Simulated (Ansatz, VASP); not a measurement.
One calculation of Mg, two programs

Contents of POSCAR:

```
Mg
1.0
    0.0000000000      2.2773013510      2.2773013510
    2.2773013510      0.0000000000      2.2773013510
    2.2773013510      2.2773013510      0.0000000000
Mg
1
Direct
    0.0000000000      0.0000000000      0.0000000000
```

The input INCAR.step1:

```
SYSTEM = Mg
PREC = Accurate ; ENCUT = 520
ISMEAR = -1 ; SIGMA = 0.1
LREAL = .FALSE. ; LASPH = .TRUE.
NELM = 60 ; NBANDS = 7
GGA = PE ; ALGO = Normal
EDIFF = 1E-4 ; LWAVE = .TRUE.
LCHARG = .FALSE.
```

The input INCAR.step2:

```
SYSTEM = Mg
PREC = Accurate ; ENCUT = 520
EDIFF = 1E-6 ; ISMEAR = -1
SIGMA = 0.1 ; LREAL = .FALSE.
LASPH = .TRUE. ; NELM = 60
ALGO = Normal ; ISIF = 2
LWAVE = .FALSE. ; LCHARG = .FALSE.
METAGGA = R2SCAN ; LMIXTAU = .TRUE.
NBANDS = 7 ; ISTART = 1
```

The input KPOINTS:

```
regular mesh
0
G
  14 14 14
  0 0 0
```

Input for Ansatz:

```yaml
crystal:
  lattice:
    - [0.0, 2.277301351, 2.277301351]
    - [2.277301351, 0.0, 2.277301351]
    - [2.277301351, 2.277301351, 0.0]
  atoms:
    - { symbol: Mg, position: [0.0, 0.0, 0.0] }
hamiltonian:
  xc: r2scan
  pseudopotentials:
    kind: paw
    azcp:
      Mg: "pseudopotentials/Mg.paw.azcp"
basis:
  ecutwfc: 500
  fft_grid_basis: typed
kpoints:
  mp_grid: { grid: [14, 14, 14], shift: [0, 0, 0] }
magnetization:
  spin_polarized: false
scf:
  occupations: { method: fermi_dirac, width: 0.1 }
  lower_state_search: "off"
output:
  stress: true
```

Alike in both runs: task single point; functional r2SCAN; k mesh 14 × 14 × 14; occupations fermi-dirac, width 0.1 eV; no spin polarisation.

|  | VASP | Ansatz |
| --- | --- | --- |
| version | VASP 6.6.1 | Ansatz 0.2.0 |
| potentials or method | VASP PAW PBE potentials, release 64 (Mg), cutoff 520 eV | plane waves (500 eV) with PAW, scalar-relativistic |
| valence electrons in the cell | 2 | 10 |

Ansatz gave:

| Property | Result |
| --- | --- |
| pressure (GPa) | -1.3 |

Problem. What did VASP give for the same quantities?

Solution. Pressure (GPa): -1.6.

VASP's potentials were made for PBE, not for r2SCAN. VASP's potentials hold 2 valence electrons a cell and Ansatz's 10, so a difference there can come from the potentials and not from the codes.
